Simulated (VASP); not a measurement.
# Mg2C (Fm-3m) in VASP: notebook

The runs below take Mg2C through single point, with r2SCAN.

Everything below comes from runs of VASP 6.6.1. Logs are shortened: lines on timing, memory, paths and dates and some standing lists are left out, and cuts for length are marked.

**1. The cell of the first run**

It takes space group Fm-3m (No. 225, cubic). Conventional cell: a = 5.311 Å, b = 5.311 Å, c = 5.311 Å, α = 90.00°, β = 90.00°, γ = 90.00°. C (site symmetry m-3m) has 8 Mg at 2.30 Å within 3.0 Å. Mg (site symmetry -43m) has 4 C at 2.30 Å and 6 Mg at 2.66 Å within 3.0 Å.

**2. Single point, r2SCAN (volume changed by -6%)**

The input, POSCAR:

```
Mg2C
1.0
    0.0000000000      2.6556017251      2.6556017251
    2.6556017251      0.0000000000      2.6556017251
    2.6556017251      2.6556017251      0.0000000000
C Mg
1 2
Direct
    0.0000000000      0.0000000000      0.0000000000
    0.2500000000      0.2500000000      0.2500000000
    0.7500000000      0.7500000000      0.7500000000
```

The input, INCAR.step1:

```
SYSTEM = Mg2C
PREC = Accurate
ENCUT = 520
ISMEAR = 0
SIGMA = 0.01
LREAL = .FALSE.
LASPH = .TRUE.
NELM = 100
NBANDS = 11
GGA = PE
ALGO = Normal
EDIFF = 1E-4
LWAVE = .TRUE.
LCHARG = .FALSE.
```

The input, INCAR.step2:

```
SYSTEM = Mg2C
PREC = Accurate
ENCUT = 520
EDIFF = 1E-6
ISMEAR = 0
SIGMA = 0.01
LREAL = .FALSE.
LASPH = .TRUE.
NELM = 100
ALGO = Normal
ISIF = 2
LWAVE = .FALSE.
LCHARG = .TRUE.
METAGGA = R2SCAN
LMIXTAU = .TRUE.
LELF = .TRUE.
LVHAR = .TRUE.
NBANDS = 11
ISTART = 1
```

The input, KPOINTS:

```
Automatic mesh
0
G
  6 6 6
  0 0 0
```

Potentials or basis: VASP PAW PBE potentials, release 64 (C, Mg).

Command:

```bash
cat potpaw_PBE.64/C/POTCAR potpaw_PBE.64/Mg/POTCAR > POTCAR
cp INCAR.step1 INCAR
mpirun -np 1 vasp_std > vasp.out
cp INCAR.step2 INCAR
mpirun -np 1 vasp_std > vasp.out
```

OUTCAR:

```text
SYSTEM = Mg2C
   PREC = Accurate
   ENCUT = 520
   EDIFF = 1E-6
   ISMEAR = 0
   LREAL = .FALSE.
   LASPH = .TRUE.
   NELM = 100
   ISIF = 2
   METAGGA = R2SCAN
   ISTART = 1

 ion  position               nearest neighbor table
   1  0.000  0.000  0.000-   3 2.30   3 2.30   3 2.30   2 2.30   3 2.30   2 2.30   2 2.30   2 2.30

   2  0.250  0.250  0.250-   1 2.30   1 2.30   1 2.30   1 2.30   3 2.66   3 2.66   3 2.66   3 2.66
                             3 2.66   3 2.66
   3  0.750  0.750  0.750-   1 2.30   1 2.30   1 2.30   1 2.30   2 2.66   2 2.66   2 2.66   2 2.66
                             2 2.66   2 2.66

  LATTYP: Found a face centered cubic cell.
 ALAT       =     5.3112034502

  Lattice vectors:

 A1 = (   0.0000000000,   2.6556017251,   2.6556017251)
 A2 = (   2.6556017251,   0.0000000000,   2.6556017251)
 A3 = (   2.6556017251,   2.6556017251,   0.0000000000)

Analysis of symmetry for initial positions (statically):
=====================================================================
 Subroutine PRICEL returns:
 Original cell was already a primitive cell.

 Routine SETGRP: Setting up the symmetry group for a
 face centered cubic supercell.

 Subroutine GETGRP returns: Found 48 space group operations
 (whereof 48 operations were pure point group operations)
 out of a pool of 48 trial point group operations.

The static configuration has the point symmetry O_h .

Analysis of symmetry for dynamics (positions and initial velocities):
=====================================================================
 Subroutine PRICEL returns:
 Original cell was already a primitive cell.

 Routine SETGRP: Setting up the symmetry group for a
 face centered cubic supercell.

 Subroutine GETGRP returns: Found 48 space group operations
 (whereof 48 operations were pure point group operations)
 out of a pool of 48 trial point group operations.

The dynamic configuration has the point symmetry O_h .

 Subroutine INISYM returns: Found 48 space group operations
 (whereof 48 operations are pure point group operations),
 and found     1 'primitive' translations

----------------------------------------------------------------------------------------

                                     Primitive cell

  volume of cell :      37.4558

  direct lattice vectors                    reciprocal lattice vectors
     0.000000000  2.655601725  2.655601725    -0.188281245  0.188281245  0.188281245
     2.655601725  0.000000000  2.655601725     0.188281245 -0.188281245  0.188281245
[... 88 lines left out ...]
   PSTRESS=    0.0 pullay stress
   NELECT =       8.0000    total number of electrons
   NUPDOWN=      -1.0000    fix difference up-down
   EMIN   =  10.00;   EMAX   =-10.00  energy-range for DOS
   EFERMI =   0.00;   METHOD = LEGACY
   ISMEAR =     0;   SIGMA  =   0.01  broadening in eV -4-tet -1-fermi 0-gaus
   EFERMI_NEDOS =   21; number of points for ismear=-14 and -15
   IALGO  =     38    algorithm
   IMIX   =      4    mixing-type and parameters
     AMIX     =   0.40;   BMIX     =  1.00
     AMIX_MAG =   1.60;   BMIX_MAG =  1.00
  volume/ion in A,a.u.               =      12.49        84.25
  Fermi-wavevector in a.u.,A,eV,Ry     =   0.978585  1.849257 13.029328  0.957629
  Thomas-Fermi vector in A             =   2.109372
   LORBIT       =      0    0 simple, 1 ext, 2 COOP (PROOUT), +10 PAW based schemes
   METAGGA = R2SCAN    functional components
   LHFCALC =     F    Hartree Fock is set to
   AEXX    =    0.0000 exact exchange contribution
   IVDW    =     0    specifies the selected vdW correction
   LEPSILON=     F    determine dielectric tensor
   LRPA    =     F    only Hartree local field effects (RPA)
 non-spin polarized calculation
 Gauss-broadening in eV      SIGMA  =   0.01
  energy-cutoff  :      520.00
  volume of cell :       37.46
 maximum number of plane-waves:      1018
   NGX = 13   NGY = 13   NGZ = 13

 number of electron       7.9999999 magnetization

 Free energy of the ion-electron system (eV)
  ---------------------------------------------------
  ext. energy  EPLUGINS =         0.00000000
  ---------------------------------------------------
  free energy    TOTEN  =       -17.75995138 eV

  energy without entropy =      -17.75995138  energy(sigma->0) =      -17.75995138

 E-fermi :   4.0853     XC(G=0): -10.6465

 val. band max:        4.0009946946   @ k =   0.0000   0.0000   0.0000
 cond. band min:       5.1196956119   @ k =   0.5000   0.5000   0.0000
 fundamental gap:      1.1187009173
 Fermi energy:         4.0853171472

 k-point     1 :       0.0000    0.0000    0.0000
  band No.  band energies     occupation
      1      -7.5313      2.00000
      2       4.0010      2.00000
      3       4.0010      2.00000
      4       4.0010      2.00000
      5       6.3834      0.00000
      6      11.6312      0.00000
      7      11.6312      0.00000
      8      11.6312      0.00000
      9      14.5168      0.00000
     10      14.5168      0.00000
     11      15.9906      0.00000
[... 197 lines left out ...]
 k-point    16 :      -0.3333    0.5000    0.1667
  band No.  band energies     occupation
      1      -5.3370      2.00000
      2       0.2929      2.00000
      3       1.5193      2.00000
      4       1.6530      2.00000
      5       6.9361      0.00000
      6      10.7479      0.00000
      7      12.1812      0.00000
      8      13.5250      0.00000
      9      15.2018      0.00000
     10      16.6755      0.00000
     11      20.5114      0.00000

------------------------ aborting loop because EDIFF is reached ----------------------------------------

  FORCE on cell =-STRESS in cart. coord.  units (eV):
  Direction    XX          YY          ZZ          XY          YZ          ZX
  --------------------------------------------------------------------------------------
  -------------------------------------------------------------------------------------
  Total        1.5165163      1.5165163      1.5165163     -0.0000000      0.0000000      0.0000000
  in kB       64.8692467     64.8692467     64.8692467     -0.0000000      0.0000000      0.0000000
  external PRESSURE =      64.8692467 kB  Pullay stress =       0.0000000 kB

 VOLUME and BASIS-vectors are now :
 -----------------------------------------------------------------------------
  energy-cutoff  :      520.00
  volume of cell :       37.46
      direct lattice vectors                 reciprocal lattice vectors
     0.000000000  2.655601725  2.655601725    -0.188281245  0.188281245  0.188281245
     2.655601725  0.000000000  2.655601725     0.188281245 -0.188281245  0.188281245
     2.655601725  2.655601725  0.000000000     0.188281245  0.188281245 -0.188281245

 POSITION                                       TOTAL-FORCE (eV/Angst)
 -----------------------------------------------------------------------------------
      0.00000      0.00000      0.00000         0.000000      0.000000     -0.000000
      1.32780      1.32780      1.32780        -0.000000     -0.000000      0.000000
      3.98340      3.98340      3.98340         0.000000     -0.000000     -0.000000
 -----------------------------------------------------------------------------------
    total drift:                               -0.000000     -0.000000      0.000000

  FREE ENERGIE OF THE ION-ELECTRON SYSTEM (eV)
  ---------------------------------------------------
  free  energy   TOTEN  =       -17.7599513840 eV

  energy  without entropy=      -17.7599513840  energy(sigma->0) =      -17.75995138
```

It took 32 s on 1 thread of Intel Xeon 6975P-C, shared host; peak memory 0.16 GiB.

What came out:

- Free energy: -17.7600 eV
- Pressure: 6.5 GPa
- Band gap on the k mesh: 1.12 eV, indirect (least direct gap 2.38 eV)

Levels at points of the mesh, in eV from the valence-band top:
```tsv
k point	band 1	band 2	band 3	band 4	band 5	band 6	band 7	band 8
(0.00, 0.00, 0.00)	-11.53	0.00	0.00	0.00	2.38	7.63	7.63	7.63
(0.50, 0.00, 0.00)	-9.89	-4.96	-0.42	-0.42	4.52	6.37	6.37	6.89
(0.50, 0.50, 0.00)	-9.37	-4.19	-1.60	-1.60	1.12	5.14	10.62	10.77
```

Caveat: the PAW data sets were made with another functional, which shifts forces and pressure a little. A k mesh can miss the band edges.

**3. Single point, r2SCAN (volume changed by -3%)**

The input, POSCAR:

```
Mg2C
1.0
    0.0000000000      2.6835574819      2.6835574819
    2.6835574819      0.0000000000      2.6835574819
    2.6835574819      2.6835574819      0.0000000000
C Mg
1 2
Direct
    0.0000000000      0.0000000000      0.0000000000
    0.2500000000      0.2500000000      0.2500000000
    0.7500000000      0.7500000000      0.7500000000
```

The input, INCAR.step1:

```
PREC = Accurate
ENCUT = 520
ISMEAR = 0
SIGMA = 0.01
LREAL = False
LASPH = True
NELM = 100
NBANDS = 11
GGA = PE
ALGO = Normal
EDIFF = 1E-4
LWAVE = True
LCHARG = False
```

The input, INCAR.step2:

```
PREC = Accurate
ENCUT = 520
EDIFF = 1E-7
ISMEAR = 0
SIGMA = 0.01
LREAL = False
LASPH = True
NELM = 100
ALGO = Normal
ISIF = 2
LWAVE = False
LCHARG = False
METAGGA = R2SCAN
LMIXTAU = True
NBANDS = 11
ISTART = 1
```

The input, KPOINTS:

```
regular mesh
0
Gamma
  6 6 6
```

Potentials or basis: VASP PAW PBE potentials, release 64 (C, Mg).

Command:

```bash
cat potpaw_PBE.64/C/POTCAR potpaw_PBE.64/Mg/POTCAR > POTCAR
cp INCAR.step1 INCAR
mpirun -np 1 vasp_std > vasp.out
cp INCAR.step2 INCAR
mpirun -np 1 vasp_std > vasp.out
```

Run time: 35 s. Hardware: 1 thread of Intel Xeon 6975P-C, shared host; peak memory 0.16 GiB.

It converged, with:

```
Free energy            : -17.7943 eV
Pressure               : 2.8 GPa
Band gap on the k mesh : 1.11 eV, indirect (least direct gap 2.16 eV)
```

Levels at points of the mesh, in eV from the valence-band top:
```tsv
k point	band 2	band 3	band 4	band 5	band 6	band 7
(0.00, 0.00, 0.00)	0.00	0.00	0.00	2.16	7.41	7.41
(0.50, 0.00, 0.00)	-4.89	-0.43	-0.43	4.27	6.24	6.24
(0.50, 0.50, 0.00)	-4.14	-1.59	-1.59	1.11	4.95	10.28
```

Caveat: the PAW data sets were made with another functional, which shifts forces and pressure a little. A k mesh can miss the band edges.
